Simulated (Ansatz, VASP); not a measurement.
## GeSb2Te4 in VASP and in Ansatz

Contents of INCAR:

```
SYSTEM = GeSb2Te4
PREC = Accurate ; ENCUT = 520
EDIFF = 1E-6 ; ISMEAR = 0
SIGMA = 0.03 ; LREAL = .FALSE.
LASPH = .TRUE. ; NELM = 80
ALGO = Normal ; ISIF = 2
LWAVE = .FALSE. ; LCHARG = .FALSE.
GGA = PE ; NBANDS = 33
```

File KPOINTS:

```
Automatic mesh
0
G
  9 9 3
  0 0 0
```

The input POSCAR:

```
GeSb2Te4
1.0
   -4.2977010893      0.0000000000      0.0000000000
   -2.1488505447     -3.7219183212      0.0000000000
   -1.6114230234     -0.9303555163     14.1302728042
Ge Sb Te
1 2 4
Direct
    0.4503224668      0.4503224668      0.2073377777
   -0.0239962114     -0.0239962114      0.7713543595
    0.7138326834      0.7138326834      0.4866674886
    0.8085847670      0.8085847670      0.1076086130
   -0.3875858267     -0.3875858267      0.8923956264
    0.3455739122      0.3455739122      0.6263878696
    0.0780549536      0.0780549536      0.3630952651
```

Input for Ansatz:

```yaml
crystal:
  lattice:
    - [-4.2977010893, 0.0, 0.0]
    - [-2.1488505447, -3.7219183212, 0.0]
    - [-1.6114230234, -0.9303555163, 14.1302728042]
  atoms:
    - { symbol: Ge, position: [0.4503224668, 0.4503224668, 0.2073377777] }
    - { symbol: Sb, position: [-0.0239962114, -0.0239962114, 0.7713543595] }
    - { symbol: Sb, position: [0.7138326834, 0.7138326834, 0.4866674886] }
    - { symbol: Te, position: [0.808584767, 0.808584767, 0.107608613] }
    - { symbol: Te, position: [-0.3875858267, -0.3875858267, 0.8923956264] }
    - { symbol: Te, position: [0.3455739122, 0.3455739122, 0.6263878696] }
    - { symbol: Te, position: [0.0780549536, 0.0780549536, 0.3630952651] }
basis:
  ecutwfc: 420
kpoints:
  mp_grid: { grid: [9, 9, 3] }
hamiltonian:
  xc: pbe
scf:
  occupations: { method: gaussian, width: 0.03 }
output:
  forces: true
  stress: true
  eigenvalues: true
```

Alike in both runs: task single point; functional PBE; k mesh 9 × 9 × 3; occupations gaussian, width 0.03 eV; no spin polarisation.

|  | VASP | Ansatz |
| --- | --- | --- |
| version | VASP 6.6.1 | Ansatz 0.2.0 |
| potentials or method | VASP PAW PBE potentials, release 64 (Ge_d, Sb, Te), cutoff 520 eV | scalar-relativistic, plane waves, PAW |
| valence electrons in the cell | 48 | 108 |

Ansatz gave:

| Property | Result |
| --- | --- |
| gap on the k mesh at the Fermi level (eV) | 0.30 |
| least direct gap on the mesh (eV) | 0.36 |
| pressure (GPa) | 0.2 |
| traceless stress, the component that is largest in VASP (GPa) | 0.47 |
| rms of the force components (eV/Å) | 0.054 |

Estimate VASP's values.

gap on the k mesh at the Fermi level (eV): 0.29; least direct gap on the mesh (eV): 0.35; pressure (GPa): 0.2; traceless stress, the component that is largest in VASP (GPa): 0.47; rms of the force components (eV/Å): 0.055.

Atom by atom the forces differ by 0.010 eV/Å (rms over components). VASP's potentials hold 48 valence electrons a cell and Ansatz's 108, so a difference there can come from the potentials and not from the codes.

Spin-orbit coupling is off throughout.
